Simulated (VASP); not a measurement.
Input of a VASP 6.6.1 run:

Contents of INCAR:

```
SYSTEM = CsSnI3
PREC = Accurate
ENCUT = 520
EDIFF = 1E-6
ISMEAR = 0
SIGMA = 0.01
LREAL = .False.
LASPH = .True.
NELM = 80
ALGO = Normal
ISIF = 2
LWAVE = .False.
LCHARG = .False.
GGA = PE
NBANDS = 30
```

Contents of KPOINTS:

```
Automatic mesh
0
Gamma
  3 3 3
  0 0 0
```

Contents of POSCAR:

```
CsSnI3
1.0
    6.2603785883      0.0000000000      0.0000000000
    0.0000000000      6.2603785883      0.0000000000
    0.0000000000      0.0000000000      6.2603785883
Cs Sn I
1 1 3
Direct
    0.0000000000      0.0000000000      0.0000000000
    0.5000000000      0.5000000000      0.5000000000
    0.0000000000      0.5000000000      0.5000000000
    0.5000000000      0.0000000000      0.5000000000
    0.5000000000      0.5000000000      0.0000000000
```

Potentials or basis: VASP PAW PBE potentials, release 64 (Cs_sv, Sn_d, I).

Launch:

```sh
$ cat potpaw_PBE.64/Cs_sv/POTCAR potpaw_PBE.64/Sn_d/POTCAR potpaw_PBE.64/I/POTCAR > POTCAR
$ mpirun -np 1 vasp_std > vasp.out
```

Problem. What does it give for the pressure?

Solution. -0.2 GPa.

Problem. Estimate the band gap on the k mesh.

Solution. 3.07 eV, direct.

Caveat: spin-orbit coupling is left out, which moves the levels of the heavy elements. A k mesh can miss the band edges.
